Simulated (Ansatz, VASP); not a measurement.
**Ag2O: VASP beside Ansatz**

```xyz
6
Lattice="4.7561 0.0000 0.0000 0.0000 4.7561 0.0000 0.0000 0.0000 4.7561" Properties=species:S:1:pos:R:3 pbc="T T T"
Ag    1.1890    1.1890    1.1890
Ag    1.1890    3.5671    3.5671
Ag    3.5671    3.5671    1.1890
Ag    3.5671    1.1890    3.5671
O     0.0000    0.0000    0.0000
O     2.3781    2.3781    2.3781
```

Alike in both runs: task single point; functional r2SCAN; k mesh 6 × 6 × 6; occupations fermi-dirac, width 0.02 eV; no spin polarisation.

|  | VASP | Ansatz |
| --- | --- | --- |
| version | VASP 6.6.1 | Ansatz 0.2.0 |
| potentials or method | VASP PAW PBE potentials, release 64 (Ag, O) | plane waves, PAW |
| plane-wave cutoff (eV) | 660 | 500 |
| valence electrons in the cell | 56 | 88 |

```csv
,VASP,Ansatz,Ansatz less VASP
pressure (GPa),-0.1,0.0,+0.18
```

VASP's potentials were made for PBE, not for r2SCAN. VASP's potentials hold 56 valence electrons a cell and Ansatz's 88, so a difference there can come from the potentials and not from the codes.
